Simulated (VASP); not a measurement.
# NaCl (P6_3/mmc) in VASP: settings compared, part 2 of 2

VASP 6.6.1.

### Step 4. Single point, LDA

The input, INCAR:

```
SYSTEM = NaCl
  PREC = Accurate
  ENCUT = 520
  EDIFF = 1E-7
  ISMEAR = 0
  SIGMA = 0.01
  LREAL = .FALSE.
  LASPH = .TRUE.
  NELM = 80
  ALGO = Normal
  ISIF = 2
  LWAVE = .FALSE.
  LCHARG = .TRUE.
  GGA = CA
  LELF = .TRUE.
  LVHAR = .TRUE.
  NBANDS = 22
```

The input, KPOINTS:

```
Automatic mesh
0
G
  12 12 4
  0 0 0
```

The input, POSCAR:

```
NaCl
1.0
    3.8922714912      0.0000000000      0.0000000000
   -1.9461357456      3.3708059898      0.0000000000
    0.0000000000      0.0000000000      6.7368163433
Na Cl
2 2
Direct
    0.0000000000      0.0000000000      0.0000000000
    0.0000000000      0.0000000000      0.5000000000
    0.3333333333      0.6666666667      0.2500000000
    0.6666666667      0.3333333333      0.7500000000
```

Potentials or basis: VASP PAW LDA potentials, release 64 (Na_pv, Cl).

Run with:

```
cat potpaw_LDA.64/Na_pv/POTCAR potpaw_LDA.64/Cl/POTCAR > POTCAR
mpirun -np 1 vasp_std > vasp.out
```

OUTCAR:

```text
SYSTEM = NaCl
   PREC = Accurate
   ENCUT = 520
   EDIFF = 1E-7
   ISMEAR = 0
   LREAL = .FALSE.
   LASPH = .TRUE.
   NELM = 80
   ISIF = 2
   GGA = CA

 ion  position               nearest neighbor table
   1  0.000  0.000  0.000-
   2  0.000  0.000  0.500-
   3  0.333  0.667  0.250-
   4  0.667  0.333  0.750-

  LATTYP: Found a hexagonal cell.
 ALAT       =     3.8922714912
 C/A-ratio  =     1.7308187156

  Lattice vectors:

 A1 = (   3.8922714912,   0.0000000000,   0.0000000000)
 A2 = (  -1.9461357456,   3.3708059898,   0.0000000000)
 A3 = (   0.0000000000,   0.0000000000,   6.7368163433)

Analysis of symmetry for initial positions (statically):
=====================================================================
 Subroutine PRICEL returns:
 Original cell was already a primitive cell.

 Routine SETGRP: Setting up the symmetry group for a
 hexagonal supercell.

 Subroutine GETGRP returns: Found 24 space group operations
 (whereof 12 operations were pure point group operations)
[... 162 lines left out ...]

 Free energy of the ion-electron system (eV)
  ---------------------------------------------------
  ext. energy  EPLUGINS =         0.00000000
  ---------------------------------------------------
  free energy    TOTEN  =       -14.63327767 eV

  energy without entropy =      -14.63327767  energy(sigma->0) =      -14.63327767

 E-fermi :  -0.7331     XC(G=0):  -8.7807

 val. band max:       -0.7810422295   @ k =   0.0000   0.0000   0.0000
 cond. band min:       3.8784613472   @ k =   0.0000   0.0000   0.0000
 fundamental gap:      4.6595035767
 Fermi energy:        -0.7330593026

 k-point     1 :       0.0000    0.0000    0.0000
  band No.  band energies     occupation
      1     -21.7397      2.00000
      2     -21.6814      2.00000
      3     -21.6814      2.00000
      4     -21.6744      2.00000
      5     -21.6744      2.00000
      6     -21.6697      2.00000
[... 589 lines left out ...]
     21      10.5006      0.00000
     22      12.0223      0.00000

 [... further k-points ...]
[... 5 lines left out ...]
  --------------------------------------------------------------------------------------
  -------------------------------------------------------------------------------------
  Total       -1.1433289     -1.1433289     -1.1285809      0.0000000      0.0000000      0.0000000
  in kB      -20.7247909    -20.7247909    -20.4574582      0.0000000      0.0000000      0.0000000
  external PRESSURE =     -20.6356800 kB  Pullay stress =       0.0000000 kB

 VOLUME and BASIS-vectors are now :
 -----------------------------------------------------------------------------
  energy-cutoff  :      520.00
  volume of cell :       88.39
      direct lattice vectors                 reciprocal lattice vectors
     3.892271491  0.000000000  0.000000000     0.256919386  0.148332476  0.000000000
    -1.946135746  3.370805990  0.000000000     0.000000000  0.296664953  0.000000000
     0.000000000  0.000000000  6.736816343     0.000000000  0.000000000  0.148438068

 POSITION                                       TOTAL-FORCE (eV/Angst)
 -----------------------------------------------------------------------------------
      0.00000      0.00000      0.00000         0.000000      0.000000      0.000000
      0.00000      0.00000      3.36841         0.000000      0.000000      0.000000
     -0.00000      2.24720      1.68420         0.000000     -0.000000     -0.000000
      1.94614      1.12360      5.05261        -0.000000      0.000000     -0.000000
 -----------------------------------------------------------------------------------
    total drift:                               -0.000000      0.000000     -0.000000

  FREE ENERGIE OF THE ION-ELECTRON SYSTEM (eV)
  ---------------------------------------------------
  free  energy   TOTEN  =       -14.6332776658 eV

  energy  without entropy=      -14.6332776658  energy(sigma->0) =      -14.63327767
```

Run time: 40 s. Hardware: 1 thread of AMD EPYC 9R45 (Zen 5), shared host; peak memory 0.18 GiB.

What came out:

```yaml
Free_energy: -14.6333 eV
Pressure: -2.1 GPa
Band_gap_on_the_k_mesh: 4.66 eV
```

A k mesh can miss the band edges.

### Step 5. Single point, PBE

This run uses another cell than the first one, of 23.17 Å³/atom.

The input, INCAR:

```
SYSTEM = NaCl
ALGO = Normal
EDIFF = 1E-6
ENCUT = 520
GGA = PE
ISIF = 2
ISMEAR = -1
LASPH = .True.
LCHARG = .False.
LREAL = .False.
LWAVE = .False.
NBANDS = 22
NELM = 100
PREC = Accurate
SIGMA = 0.02
```

The input, KPOINTS:

```
k-points
0
Gamma
  12 12 4
  0 0 0
```

The input, POSCAR:

```
NaCl
1.0
    3.9554594119      0.0000000000      0.0000000000
   -1.9777297060      3.4255283344      0.0000000000
    0.0000000000      0.0000000000      6.8388213760
Na Cl
2 2
Direct
    0.0000000000      0.0000000000      0.0000000000
    0.0000000000      0.0000000000      0.5000000000
    0.3333333333      0.6666666667      0.2500000000
    0.6666666667      0.3333333333      0.7500000000
```

Potentials or basis: VASP PAW PBE potentials, release 64 (Na_pv, Cl).

Run with:

```
cat potpaw_PBE.64/Na_pv/POTCAR potpaw_PBE.64/Cl/POTCAR > POTCAR
mpirun -np 1 vasp_std > vasp.out
```

OUTCAR:

```text
SYSTEM = NaCl
   EDIFF = 1E-6
   ENCUT = 520
   GGA = PE
   ISIF = 2
   ISMEAR = -1
   LASPH = .True.
   LREAL = .False.
   NELM = 100
   PREC = Accurate

 ion  position               nearest neighbor table
   1  0.000  0.000  0.000-
   2  0.000  0.000  0.500-
   3  0.333  0.667  0.250-
   4  0.667  0.333  0.750-

  LATTYP: Found a hexagonal cell.
 ALAT       =     3.9554594119
 C/A-ratio  =     1.7289575404

  Lattice vectors:

[... 198 lines left out ...]
      6     -21.8593      2.00000
[... 589 lines left out ...]
     21      10.5998      0.00000
     22      12.0646      0.00000

 [... further k-points ...]
[... 5 lines left out ...]
  --------------------------------------------------------------------------------------
  -------------------------------------------------------------------------------------
  Total       -0.0155717     -0.0155717      0.0043900      0.0000000      0.0000000      0.0000000
  in kB       -0.2692404     -0.2692404      0.0759052      0.0000000      0.0000000      0.0000000
  external PRESSURE =      -0.1541919 kB  Pullay stress =       0.0000000 kB

 VOLUME and BASIS-vectors are now :
 -----------------------------------------------------------------------------
  energy-cutoff  :      520.00
  volume of cell :       92.66
      direct lattice vectors                 reciprocal lattice vectors
     3.955459412  0.000000000  0.000000000     0.252815134  0.145962885  0.000000000
    -1.977729706  3.425528334  0.000000000     0.000000000  0.291925771  0.000000000
     0.000000000  0.000000000  6.838821376     0.000000000  0.000000000  0.146224027

 POSITION                                       TOTAL-FORCE (eV/Angst)
 -----------------------------------------------------------------------------------
      0.00000      0.00000      0.00000        -0.000000      0.000000     -0.000000
      0.00000      0.00000      3.41941        -0.000000      0.000000     -0.000000
     -0.00000      2.28369      1.70971         0.000000      0.000000      0.000000
      1.97773      1.14184      5.12912        -0.000000     -0.000000     -0.000000
 -----------------------------------------------------------------------------------
    total drift:                               -0.000000      0.000000     -0.000000

  FREE ENERGIE OF THE ION-ELECTRON SYSTEM (eV)
  ---------------------------------------------------
  free  energy   TOTEN  =       -13.4547952010 eV

  energy  without entropy=      -13.4547952010  energy(sigma->0) =      -13.45479520
```

It took 38 s on 1 thread of AMD EPYC 9R45 (Zen 5), shared host; peak memory 0.22 GiB.

What came out:

| Property | Result |
| --- | --- |
| Free energy | -13.4548 eV |
| Pressure | 0.0 GPa |
| Band gap on the k mesh | 4.90 eV |

Levels at points of the mesh, in eV from the valence-band top:
| k point | band 10 | band 11 | band 12 | band 13 | band 14 | band 15 | band 16 | band 17 | band 18 | band 19 |
| --- | --- | --- | --- | --- | --- | --- | --- | --- | --- | --- |
| (0.00, 0.00, 0.00) | -0.21 | -0.20 | -0.20 | 0.00 | 0.00 | 4.90 | 7.27 | 9.91 | 10.20 | 11.36 |
| (0.50, 0.00, 0.00) | -1.41 | -1.03 | -0.60 | -0.53 | -0.29 | 7.58 | 7.92 | 8.11 | 9.67 | 9.99 |
| (0.00, 0.00, 0.50) | -1.20 | -0.10 | -0.10 | -0.10 | -0.10 | 6.33 | 6.33 | 9.65 | 9.65 | 11.23 |
| (0.50, 0.00, 0.50) | -1.75 | -0.61 | -0.61 | -0.41 | -0.41 | 7.39 | 7.39 | 8.95 | 8.95 | 10.58 |

### Step 6. Relaxation of cell and atoms, PBEsol

This run uses another cell than the first one, of 23.17 Å³/atom.

The input, INCAR:

```
PREC = Accurate
ENCUT = 600
EDIFF = 1E-7
ISMEAR = -1
SIGMA = 0.02
LREAL = F
LASPH = T
NELM = 60
ALGO = Normal
ISIF = 3
LWAVE = F
LCHARG = F
GGA = PS
IBRION = 2
NSW = 80
EDIFFG = -0.005
```

The input, KPOINTS:

```
regular mesh
0
Gamma
  6 6 4
```

POSCAR is that of step 5.

Potentials or basis: VASP PAW PBE potentials, release 64 (Na_pv, Cl).

Run with:

```
cat potpaw_PBE.64/Na_pv/POTCAR potpaw_PBE.64/Cl/POTCAR > POTCAR
mpirun -np 1 vasp_std > vasp.out
```

It took 62 s on 1 thread of AMD EPYC 9R45 (Zen 5), shared host; peak memory 0.21 GiB.

It converged, with:

* Free energy: -13.8963 eV
* Relaxed volume: 22.08 Å³/atom
* Relaxed cell: a = 3.888 Å, b = 3.888 Å, c = 6.749 Å, α = 90.00°, β = 90.00°, γ = 120.00°
* Space group after relaxing (to 0.1 Å): P6_3/mmc (No. 194)
* Energy gained by relaxing: 3.9 meV/atom
* Ionic steps: 6
* Pressure after relaxing: 0.0 GPa
* Band gap on the k mesh: 4.89 eV

Step by step:
```csv
step,energy change (eV),largest force (eV/Å),pressure (GPa),volume (Å³)
1,0.0000,0.0000,-1.09,92.66
2,-0.0112,0.0000,-0.60,90.56
3,-0.0154,0.0000,-0.04,88.51
4,-0.0154,0.0000,0.01,88.34
5,-0.0155,0.0000,0.01,88.34
6,-0.0155,0.0000,0.01,88.34
```

Final structure:
```xyz
4
Lattice="3.8878 0.0000 0.0000 -1.9439 3.3669 0.0000 0.0000 0.0000 6.7487" Properties=species:S:1:pos:R:3 pbc="T T T"
Na    3.8878    0.0000    0.0000
Na    3.8878    0.0000    3.3743
Cl    0.0000    2.2446    1.6872
Cl    1.9439    1.1223    5.0615
```

Levels at points of the mesh, in eV from the valence-band top:
| k point | band 10 | band 11 | band 12 | band 13 | band 14 | band 15 | band 16 | band 17 | band 18 |
| --- | --- | --- | --- | --- | --- | --- | --- | --- | --- |
| (0.00, 0.00, 0.00) | -0.24 | -0.22 | -0.22 | 0.00 | 0.00 | 4.89 | 7.17 | 10.05 | 10.12 |
| (0.50, 0.00, 0.00) | -1.57 | -1.14 | -0.67 | -0.59 | -0.33 | 7.50 | 7.82 | 8.10 | 9.81 |
| (0.00, 0.00, 0.50) | -1.33 | -0.11 | -0.11 | -0.11 | -0.11 | 6.37 | 6.37 | 9.59 | 9.59 |
| (0.50, 0.00, 0.50) | -1.94 | -0.68 | -0.68 | -0.46 | -0.46 | 7.35 | 7.35 | 8.78 | 8.78 |

Caveat: the PAW data sets were made with another functional, which shifts forces and pressure a little. A k mesh can miss the band edges.

### Step 7. Summary

| task | level | potentials or basis | cell | k mesh | cutoff (eV) | smearing | gap on the mesh (eV) | pressure (GPa) |
| --- | --- | --- | --- | --- | --- | --- | --- | --- |
| single point | r2SCAN | VASP PAW PBE potentials, release 64 (Na_pv, Cl) | a = 3.892, b = 3.892, c = 6.737 Å, angles 90.0, 90.0, 120.0°, 4 atoms | 6 × 6 × 4 | 520 | fermi-dirac 0.02 eV | 5.89 | -0.2 |
| single point | PBE | VASP PAW PBE potentials, release 64 (Na_pv, Cl) | a = 3.892, b = 3.892, c = 6.737 Å, angles 90.0, 90.0, 120.0°, 4 atoms | 12 × 12 × 4 | 520 | fermi-dirac 0.02 eV | 5.07 | 1.2 |
| single point | LDA | VASP PAW LDA potentials, release 64 (Na_pv, Cl) | a = 3.892, b = 3.892, c = 6.737 Å, angles 90.0, 90.0, 120.0°, 4 atoms | 12 × 12 × 4 | 520 | gaussian 0.01 eV | 4.66 | -2.1 |
| single point | PBE | VASP PAW PBE potentials, release 64 (Na_pv, Cl) | a = 3.955, b = 3.955, c = 6.839 Å, angles 90.0, 90.0, 120.0°, 4 atoms | 12 × 12 × 4 | 520 | fermi-dirac 0.02 eV | 4.90 | 0.0 |
| relaxation of cell and atoms | PBEsol | VASP PAW PBE potentials, release 64 (Na_pv, Cl) | relaxed from a = 3.955, b = 3.955, c = 6.839 Å, angles 90.0, 90.0, 120.0°, 4 atoms | 6 × 6 × 4 | 600 | fermi-dirac 0.02 eV | 4.89 | 0.0 |

Alike in all rows: no spin polarisation.

Caveats: the PAW data sets were made with another functional, which shifts forces and pressure a little (at least some runs).

Absolute energies hang on the potentials; compare differences alone.
